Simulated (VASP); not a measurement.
# TiSi2 (Cmcm) in VASP: a series of runs

The runs below take TiSi2 through single point, with PBE.

All numbers are computed with VASP 6.6.1; they aren't measurements. Logs are shortened: lines on timing, memory, paths and dates and some standing lists are left out, and cuts for length are marked.

**1. The cell of the first run**

The structure is orthorhombic, space group Cmcm (No. 63). The conventional cell has a = 3.671 Å, b = 14.059 Å, c = 3.565 Å, α = 90.00°, β = 90.00°, γ = 90.00°. Within 3.5 Å of Ti (site symmetry m2m) lie 10 Si at 2.64 to 2.92 Å and 2 Ti at 3.40 Å. Within 3.4 Å of Si (site symmetry m2m) lie 8 Si at 2.56 to 3.26 Å and 4 Ti at 2.72 to 2.77 Å. Within 3.2 Å of Si (site symmetry m2m) lie 2 Si at 2.42 Å and 6 Ti at 2.64 to 2.92 Å.

**2. Single point, PBE**

INCAR reads:

```
ALGO = Normal
EDIFF = 1E-6
ENCUT = 520
GGA = PE
ISIF = 2
ISMEAR = -1
LASPH = True
LCHARG = False
LREAL = False
LWAVE = False
NBANDS = 29
NELM = 100
PREC = Accurate
SIGMA = 0.05
```

KPOINTS reads:

```
k-points
0
Gamma
  6 6 6
```

POSCAR reads:

```
TiSi2
1.0
    1.8357092260     -7.0296527964      0.0000000000
    1.8357092260      7.0296527964      0.0000000000
    0.0000000000      0.0000000000      3.5651739700
Ti Si
2 4
Direct
    0.1031180800      0.8968819200      0.2500000000
    0.8968819200      0.1031180800      0.7500000000
    0.7503148200      0.2496851800      0.2500000000
    0.2496851800      0.7503148200      0.7500000000
    0.4417485500      0.5582514500      0.2500000000
    0.5582514500      0.4417485500      0.7500000000
```

Potentials or basis: VASP PAW PBE potentials, release 64 (Ti_sv, Si).

Command:

```console
$ cat potpaw_PBE.64/Ti_sv/POTCAR potpaw_PBE.64/Si/POTCAR > POTCAR
$ mpirun -np 1 vasp_std > vasp.out
```

OUTCAR:

```text
EDIFF = 1E-6
   ENCUT = 520
   GGA = PE
   ISIF = 2
   ISMEAR = -1
   LASPH = True
   LREAL = False
   NELM = 100
   PREC = Accurate

 ion  position               nearest neighbor table
   1  0.103  0.897  0.250-   6 2.64   6 2.64   6 2.64   6 2.64   4 2.72   4 2.72   3 2.77   3 2.77
                             5 2.92   5 2.92
   2  0.897  0.103  0.750-   5 2.64   5 2.64   5 2.64   5 2.64   3 2.72   3 2.72   4 2.77   4 2.77
                             6 2.92   6 2.92
   3  0.750  0.250  0.250-   4 2.56   4 2.56   4 2.56   4 2.56   2 2.72   2 2.72   1 2.77   1 2.77

   4  0.250  0.750  0.750-   3 2.56   3 2.56   3 2.56   3 2.56   1 2.72   1 2.72   2 2.77   2 2.77

   5  0.442  0.558  0.250-   6 2.42   6 2.42   2 2.64   2 2.64   2 2.64   2 2.64   1 2.92   1 2.92

   6  0.558  0.442  0.750-   5 2.42   5 2.42   1 2.64   1 2.64   1 2.64   1 2.64   2 2.92   2 2.92

  LATTYP: Found a base centered orthorhombic cell.
 ALAT       =     3.6714184520
 B/A-ratio  =     3.8293934011
 C/A-ratio  =     0.9710617345

  Lattice vectors:

 A1 = (   1.8357092260,  -7.0296527964,   0.0000000000)
 A2 = (   1.8357092260,   7.0296527964,   0.0000000000)
 A3 = (   0.0000000000,   0.0000000000,   3.5651739700)

Analysis of symmetry for initial positions (statically):
=====================================================================
 Subroutine PRICEL returns:
 Original cell was already a primitive cell.

 Routine SETGRP: Setting up the symmetry group for a
 base centered orthorhombic supercell.

 Subroutine GETGRP returns: Found  8 space group operations
 (whereof  4 operations were pure point group operations)
 out of a pool of  8 trial point group operations.

The static configuration has the point symmetry C_2h.
 The point group associated with its full space group is D_2h.

Analysis of symmetry for dynamics (positions and initial velocities):
=====================================================================
 Subroutine PRICEL returns:
 Original cell was already a primitive cell.

 Routine SETGRP: Setting up the symmetry group for a
 base centered orthorhombic supercell.

 Subroutine GETGRP returns: Found  8 space group operations
 (whereof  4 operations were pure point group operations)
 out of a pool of  8 trial point group operations.

The dynamic configuration has the point symmetry C_2h.
 The point group associated with its full space group is D_2h.

 Subroutine INISYM returns: Found  8 space group operations
 (whereof  4 operations are pure point group operations),
 and found     1 'primitive' translations

----------------------------------------------------------------------------------------

                                     Primitive cell

  volume of cell :      92.0129

  direct lattice vectors                    reciprocal lattice vectors
     1.835709226 -7.029652796  0.000000000     0.272374292 -0.071127268  0.000000000
     1.835709226  7.029652796  0.000000000     0.272374292  0.071127268  0.000000000
     0.000000000  0.000000000  3.565173970     0.000000000  0.000000000  0.280491221

  length of vectors
     7.265386900  7.265386900  3.565173970     0.281508158  0.281508158  0.280491221

  position of ions in fractional coordinates (direct lattice)
     0.103118080  0.896881920  0.250000000
     0.896881920  0.103118080  0.750000000
     0.750314820  0.249685180  0.250000000
     0.249685180  0.750314820  0.750000000
     0.441748550  0.558251450  0.250000000
     0.558251450  0.441748550  0.750000000

  ion indices of the primitive-cell ions
   primitive index   ion index
                 1           1
                 2           2
                 3           3
                 4           4
                 5           5
                 6           6

----------------------------------------------------------------------------------------

 KPOINTS: k-points

Automatic generation of k-mesh.
 Grid dimensions read from file:
 generate k-points for:    6    6    6

 Generating k-lattice:

  Cartesian coordinates                     Fractional coordinates (reciprocal lattice)
     0.045395715 -0.011854545  0.000000000     0.166666667  0.000000000  0.000000000
     0.045395715  0.011854545  0.000000000     0.000000000  0.166666667  0.000000000
     0.000000000  0.000000000  0.046748537     0.000000000  0.000000000  0.166666667

  Length of vectors
     0.046918026  0.046918026  0.046748537

  Shift w.r.t. Gamma in fractional coordinates (k-lattice)
     0.000000000  0.000000000  0.000000000

 Subroutine IBZKPT returns following result:
 ===========================================

 Found     52 irreducible k-points:

 Following reciprocal coordinates:
            Coordinates               Weight
  0.000000  0.000000  0.000000      1.000000
  0.166667  0.000000  0.000000      4.000000
  0.333333 -0.000000  0.000000      4.000000
  0.500000  0.000000  0.000000      2.000000
  0.166667  0.166667  0.000000      2.000000
  0.333333  0.166667  0.000000      4.000000
[... 16 lines left out ...]
  0.333333  0.333333  0.166667      4.000000
  0.500000  0.333333  0.166667      8.000000
 [... further k-points ...]
   k-points           NKPTS =     52   k-points in BZ     NKDIM =     52   number of bands    NBANDS=     29
   number of dos      NEDOS =    301   number of ions     NIONS =      6
   total plane-waves  NPLWV =  81648
   dimension x,y,z NGX =    54 NGY =   54 NGZ =   28
   dimension x,y,z NGXF=   108 NGYF=  108 NGZF=   56
   ions per type =               2   4
   NGX,Y,Z   is equivalent  to a cutoff of  12.36, 12.36, 13.06 a.u.
   NGXF,Y,Z  is equivalent  to a cutoff of  24.71, 24.71, 26.11 a.u.
 SYSTEM =  unknown system
   PREC   = accura    normal or accurate (medium, high low for compatibility)
   ISTART =      0    job   : 0-new  1-cont  2-samecut
   ICHARG =      2    charge: 1-file 2-atom 10-const
   ISPIN  =      1    spin polarized calculation?
   LNONCOLLINEAR =      F non collinear calculations
   LSORBIT =      F    spin-orbit coupling
   LASPH  =      T    aspherical Exc in radial PAW
   ENCUT  =  520.0 eV  38.22 Ry    6.18 a.u.  13.51 13.51  6.63*2*pi/ulx,y,z
   NELM   =    100;   NELMIN=  2; NELMDL= -5     # of ELM steps
   EDIFF  = 0.1E-05   stopping-criterion for ELM
   LREAL  =      F    real-space projection
   EDIFFG = 0.1E-04   stopping-criterion for IOM
   NSW    =      0    number of steps for IOM
   IBRION =     -1    ionic relax: 0-MD 1-quasi-New 2-CG
   NFREE  =      0    steps in history (QN), initial steepest desc. (CG)
   ISIF   =      2    stress and relaxation
   ISYM   =      2    0-nonsym 1-usesym 2-fastsym
   POTIM  = 0.5000    time-step for ionic-motion
   TEBEG  =    0.0;   TEEND  =   0.0 temperature during run
   PSTRESS=    0.0 pullay stress
   NELECT =      40.0000    total number of electrons
   NUPDOWN=      -1.0000    fix difference up-down
   EMIN   =  10.00;   EMAX   =-10.00  energy-range for DOS
   EFERMI =   0.00;   METHOD = LEGACY
   ISMEAR =    -1;   SIGMA  =   0.05  broadening in eV -4-tet -1-fermi 0-gaus
   EFERMI_NEDOS =   21; number of points for ismear=-14 and -15
   IALGO  =     38    algorithm
   IMIX   =      4    mixing-type and parameters
     AMIX     =   0.40;   BMIX     =  1.00
     AMIX_MAG =   1.60;   BMIX_MAG =  1.00
  volume/ion in A,a.u.               =      15.34       103.49
  Fermi-wavevector in a.u.,A,eV,Ry     =   1.240163  2.343568 20.925808  1.538004
  Thomas-Fermi vector in A             =   2.374615
   LORBIT       =      0    0 simple, 1 ext, 2 COOP (PROOUT), +10 PAW based schemes
   GGA     = PE    functional components
   LHFCALC =     F    Hartree Fock is set to
   AEXX    =    0.0000 exact exchange contribution
   IVDW    =     0    specifies the selected vdW correction
   LEPSILON=     F    determine dielectric tensor
   LRPA    =     F    only Hartree local field effects (RPA)
 non-spin polarized calculation
  energy-cutoff  :      520.00
  volume of cell :       92.01
 maximum number of plane-waves:      2501
   NGX = 27   NGY = 27   NGZ = 13

 number of electron      40.0000005 magnetization

 Free energy of the ion-electron system (eV)
  ---------------------------------------------------
  ext. energy  EPLUGINS =         0.00000000
  ---------------------------------------------------
  free energy    TOTEN  =       -40.57673140 eV

  energy without entropy =      -40.56053044  energy(sigma->0) =      -40.56863092

 E-fermi :   9.6344     XC(G=0): -11.2908

 val. band max:        9.5727438476   @ k =  -0.1667   0.1667   0.3333
 cond. band min:       9.6440298797   @ k =   0.5000   0.3333   0.0000
 fundamental gap:      0.0712860321
 Fermi energy:         9.6344278669

 k-point     1 :       0.0000    0.0000    0.0000
  band No.  band energies     occupation
      1     -47.4728      2.00000
      2     -47.4667      2.00000
      3     -23.7938      2.00000
      4     -23.7858      2.00000
      5     -23.7768      2.00000
      6     -23.7312      2.00000
[... 21 lines left out ...]
     28      12.3477      0.00000
     29      12.4081      0.00000

 k-point     2 :       0.1667    0.0000    0.0000
  band No.  band energies     occupation
      1     -47.4722      2.00000
      2     -47.4662      2.00000
      3     -23.7978      2.00000
      4     -23.7917      2.00000
      5     -23.7876      2.00000
      6     -23.7306      2.00000
[... 21 lines left out ...]
     28      12.3788      0.00000
     29      12.5475      0.00000

 k-point     3 :       0.3333   -0.0000    0.0000
  band No.  band energies     occupation
      1     -47.4710      2.00000
      2     -47.4650      2.00000
      3     -23.8213      2.00000
      4     -23.8091      2.00000
      5     -23.7877      2.00000
      6     -23.7294      2.00000
[... 21 lines left out ...]
     28      12.2660      0.00000
     29      13.0408      0.00000

 k-point     4 :       0.5000    0.0000    0.0000
  band No.  band energies     occupation
      1     -47.4704      2.00000
      2     -47.4645      2.00000
      3     -23.8330      2.00000
      4     -23.8198      2.00000
      5     -23.7857      2.00000
      6     -23.7287      2.00000
[... 597 lines left out ...]
     28      12.4371      0.00000
     29      12.6734      0.00000

 k-point    23 :       0.3333    0.3333    0.1667
  band No.  band energies     occupation
      1     -47.4697      2.00000
      2     -47.4646      2.00000
      3     -23.8187      2.00000
      4     -23.8079      2.00000
      5     -23.7826      2.00000
      6     -23.7400      2.00000
[... 21 lines left out ...]
     28      12.4347      0.00000
     29      12.9956      0.00000

 k-point    24 :       0.5000    0.3333    0.1667
  band No.  band energies     occupation
      1     -47.4709      2.00000
      2     -47.4658      2.00000
      3     -23.7959      2.00000
      4     -23.7865      2.00000
      5     -23.7852      2.00000
      6     -23.7426      2.00000
[... 21 lines left out ...]
     28      12.6370      0.00000
     29      13.0386      0.00000

 [... further k-points ...]
[... 5 lines left out ...]
  --------------------------------------------------------------------------------------
  -------------------------------------------------------------------------------------
  Total       -5.2940751     -4.7605820     -2.2019107      0.0000000      0.0000000      0.0000000
  in kB      -92.1832880    -82.8938185    -38.3408558      0.0000000      0.0000000      0.0000000
  external PRESSURE =     -71.1393208 kB  Pullay stress =       0.0000000 kB

 VOLUME and BASIS-vectors are now :
 -----------------------------------------------------------------------------
  energy-cutoff  :      520.00
  volume of cell :       92.01
      direct lattice vectors                 reciprocal lattice vectors
     1.835709226 -7.029652796  0.000000000     0.272374292 -0.071127268  0.000000000
     1.835709226  7.029652796  0.000000000     0.272374292  0.071127268  0.000000000
     0.000000000  0.000000000  3.565173970     0.000000000  0.000000000  0.280491221

 POSITION                                       TOTAL-FORCE (eV/Angst)
 -----------------------------------------------------------------------------------
      1.83571      5.57988      0.89129         0.000000     -0.256474      0.000000
      1.83571     -5.57988      2.67388         0.000000      0.256474     -0.000000
      1.83571     -3.51925      0.89129         0.000000      0.026161     -0.000000
      1.83571      3.51925      2.67388         0.000000     -0.026161     -0.000000
      1.83571      0.81897      0.89129         0.000000     -0.000192     -0.000000
      1.83571     -0.81897      2.67388         0.000000      0.000192     -0.000000
 -----------------------------------------------------------------------------------
    total drift:                                0.000000      0.000000      0.000000

  FREE ENERGIE OF THE ION-ELECTRON SYSTEM (eV)
  ---------------------------------------------------
  free  energy   TOTEN  =       -40.5767314004 eV

  energy  without entropy=      -40.5605304389  energy(sigma->0) =      -40.56863092
```

It took 3.8 min on 1 thread of Intel Xeon Platinum 8488C (Sapphire Rapids), shared host; peak memory 0.33 GiB.

Results:

```yaml
Free_energy: -40.5767 eV
Pressure: -7.1 GPa
Largest_force: 0.256 eV/Å
Band_gap_on_the_k_mesh: zero (band 20 reaches 10.03 eV, above the bottom of band 21 at 9.28 eV)
```

Forces on the atoms (eV/Å):
```
Ti   0.000 -0.256  0.000
Ti   0.000  0.256  0.000
Si   0.000  0.026  0.000
Si   0.000 -0.026  0.000
Si   0.000  0.000  0.000
Si   0.000  0.000  0.000
```

Stress tensor (GPa, compression positive):
```
-9.22  0.00  0.00
 0.00 -8.29  0.00
 0.00  0.00 -3.83
```

**3. Single point, PBE**

This run uses another cell than the first one, of 13.07 Å³/atom, 0.852 times its volume.

INCAR reads:

```
ALGO = Normal
EDIFF = 1E-6
ENCUT = 520
GGA = PE
ISIF = 2
ISMEAR = -1
LASPH = T
LCHARG = F
LREAL = F
LWAVE = F
NBANDS = 29
NELM = 100
PREC = Accurate
SIGMA = 0.05
```

KPOINTS reads:

```
k-points
0
Gamma
  7 7 6
```

POSCAR: that of step 2 with these lines changed.

```diff
@@ -2,4 +2,4 @@
 1.0
-    1.8357092260     -7.0296527964      0.0000000000
-    1.8357092260      7.0296527964      0.0000000000
+    1.6945008240     -6.4889102736      0.0000000000
+    1.6945008240      6.4889102736      0.0000000000
     0.0000000000      0.0000000000      3.5651739700
```

Potentials or basis: VASP PAW PBE potentials, release 64 (Ti_sv, Si).

Command:

```console
$ cat potpaw_PBE.64/Ti_sv/POTCAR potpaw_PBE.64/Si/POTCAR > POTCAR
$ mpirun -np 1 vasp_std > vasp.out
```

OUTCAR:

```text
EDIFF = 1E-6
   ENCUT = 520
   GGA = PE
   ISIF = 2
   ISMEAR = -1
   LASPH = T
   LREAL = F
   NELM = 100
   PREC = Accurate

 ion  position               nearest neighbor table
   1  0.103  0.897  0.250-   6 2.53   6 2.53   6 2.53   6 2.53   3 2.55   3 2.55   4 2.61   4 2.61
                             5 2.69   5 2.69
   2  0.897  0.103  0.750-   5 2.53   5 2.53   5 2.53   5 2.53   4 2.55   4 2.55   3 2.61   3 2.61
                             6 2.69   6 2.69
   3  0.750  0.250  0.250-   4 2.46   4 2.46   4 2.46   4 2.46   1 2.55   1 2.55   2 2.61   2 2.61
                             5 3.01   5 3.01   6 3.06   6 3.06
[... 984 lines left out ...]
  -------------------------------------------------------------------------------------
  Total        8.7788671      8.0791881      5.1164071      0.0000000      0.0000000      0.0000000
  in kB      179.4009679    165.1026438    104.5565877      0.0000000      0.0000000      0.0000000
  external PRESSURE =     149.6867331 kB  Pullay stress =       0.0000000 kB

 VOLUME and BASIS-vectors are now :
 -----------------------------------------------------------------------------
  energy-cutoff  :      520.00
  volume of cell :       78.40
      direct lattice vectors                 reciprocal lattice vectors
     1.694500824 -6.488910274  0.000000000     0.295072149 -0.077054541  0.000000000
     1.694500824  6.488910274  0.000000000     0.295072149  0.077054541  0.000000000
     0.000000000  0.000000000  3.565173970     0.000000000  0.000000000  0.280491221

 POSITION                                       TOTAL-FORCE (eV/Angst)
 -----------------------------------------------------------------------------------
      1.69450      5.15066      0.89129         0.000000      0.411520     -0.000000
      1.69450     -5.15066      2.67388         0.000000     -0.411520     -0.000000
      1.69450     -3.24854      0.89129         0.000000     -0.240364      0.000000
      1.69450      3.24854      2.67388         0.000000      0.240364      0.000000
      1.69450      0.75598      0.89129         0.000000      0.464301     -0.000000
      1.69450     -0.75598      2.67388         0.000000     -0.464301     -0.000000
 -----------------------------------------------------------------------------------
    total drift:                                0.000000     -0.000000     -0.000000

  FREE ENERGIE OF THE ION-ELECTRON SYSTEM (eV)
  ---------------------------------------------------
  free  energy   TOTEN  =       -40.3716911614 eV

  energy  without entropy=      -40.3592263998  energy(sigma->0) =      -40.36545878
```

OSZICAR:

```text
N       E                     dE             d eps       ncg     rms          rms(c)
DAV:   1     0.400316594416E+03    0.40032E+03   -0.18988E+04  3712   0.149E+03
DAV:   2     0.285029065582E+01   -0.39747E+03   -0.38627E+03  3742   0.437E+02
DAV:   3    -0.403646064778E+02   -0.43215E+02   -0.42313E+02  6200   0.121E+02
DAV:   4    -0.436601556981E+02   -0.32955E+01   -0.32723E+01  5169   0.300E+01
DAV:   5    -0.438337262771E+02   -0.17357E+00   -0.17350E+00  5529   0.605E+00    0.212E+01
DAV:   6    -0.409429298556E+02    0.28908E+01   -0.31075E+01  5126   0.407E+01    0.756E+00
DAV:   7    -0.404550656396E+02    0.48786E+00   -0.68665E+00  4937   0.201E+01    0.643E+00
DAV:   8    -0.403688475385E+02    0.86218E-01   -0.64373E-01  4979   0.623E+00    0.889E-01
DAV:   9    -0.403710386039E+02   -0.21911E-02   -0.56554E-02  5304   0.159E+00    0.658E-01
DAV:  10    -0.403717947112E+02   -0.75611E-03   -0.89038E-03  5194   0.757E-01    0.193E-01
DAV:  11    -0.403716950356E+02    0.99676E-04   -0.15827E-03  5238   0.327E-01    0.252E-02
DAV:  12    -0.403716896240E+02    0.54117E-05   -0.93525E-05  5146   0.626E-02    0.131E-02
DAV:  13    -0.403716913454E+02   -0.17214E-05   -0.50848E-06  4974   0.157E-02    0.456E-03
DAV:  14    -0.403716911614E+02    0.18399E-06   -0.35314E-07  2741   0.400E-03
   1 F= -.40371691E+02 E0= -.40365459E+02  d E =-.124648E-01
```

stdout:

```text
POSCAR found type information on POSCAR TiSi
 POSCAR found :  2 types and       6 ions
 scaLAPACK will be used
 LDA part: xc-table for (Slater+PW92), standard interpolation
 POSCAR, INCAR and KPOINTS ok, starting setup
 FFT: planning ... GRIDC
 FFT: planning ... GRID_SOFT
 FFT: planning ... GRID
 WAVECAR not read
 entering main loop
```

It took 3 min on 1 thread of Intel Xeon Platinum 8488C (Sapphire Rapids), shared host; peak memory 0.31 GiB.

Results:

```yaml
Free_energy: -40.3717 eV
Pressure: 15.0 GPa
Largest_force: 0.464 eV/Å
Band_gap_on_the_k_mesh: zero (band 20 reaches 12.10 eV, above the bottom of band 21 at 10.98 eV)
```

Forces on the atoms (eV/Å):
```
Ti   0.000  0.412  0.000
Ti   0.000 -0.412  0.000
Si   0.000 -0.240  0.000
Si   0.000  0.240  0.000
Si   0.000  0.464  0.000
Si   0.000 -0.464  0.000
```

[end of part 1 of 2]
